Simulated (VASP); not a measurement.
Here is a VASP 6.6.1 calculation.

INCAR

```
PREC = Accurate
ENCUT = 520
EDIFF = 1E-7
ISMEAR = 0
SIGMA = 0.05
LREAL = F
LASPH = T
NELM = 100
ALGO = Normal
ISIF = 2
LWAVE = F
LCHARG = F
NBANDS = 56
```

KPOINTS

```
regular mesh
0
Gamma
  6 6 3
```

Contents of POSCAR:

```
HfO2
1.0
   -2.5575000000     -2.5575000000      0.0000000000
    2.5575000000     -2.5575000000      0.0000000000
    0.0000000000      0.0000000000     10.7300000000
Hf O
4 8
Direct
    0.0000000000      0.0000000000      0.8938140727
    0.5000000000      0.5000000000      0.1787628145
    0.0000000000      0.0000000000      0.4171132339
    0.5000000000      0.5000000000      0.6554636533
    0.5000000000      0.0000000000      0.0595876048
    0.0000000000      0.5000000000      0.2979380242
    0.5000000000      0.0000000000      0.5362884436
    0.0000000000      0.5000000000      0.7746388630
    0.5000000000      0.0000000000      0.2979380242
    0.0000000000      0.5000000000      0.5362884436
    0.5000000000      0.0000000000      0.7746388630
    0.0000000000      0.5000000000      0.0595876048
```

Potentials or basis: VASP PAW LDA potentials, release 64 (Hf_pv, O).

Launch:

```bash
$ cat potpaw_LDA.64/Hf_pv/POTCAR potpaw_LDA.64/O/POTCAR > POTCAR
$ mpirun -np 1 vasp_std > vasp.out
```

(1) What does it give for the pressure?

(2) Estimate the largest force.

Answers

(1) -24.2 GPa.

(2) 3.951 eV/Å.

Caveat: forces of over 1 eV/Å act on the atoms, so gaps and moduli don't describe the material at rest.
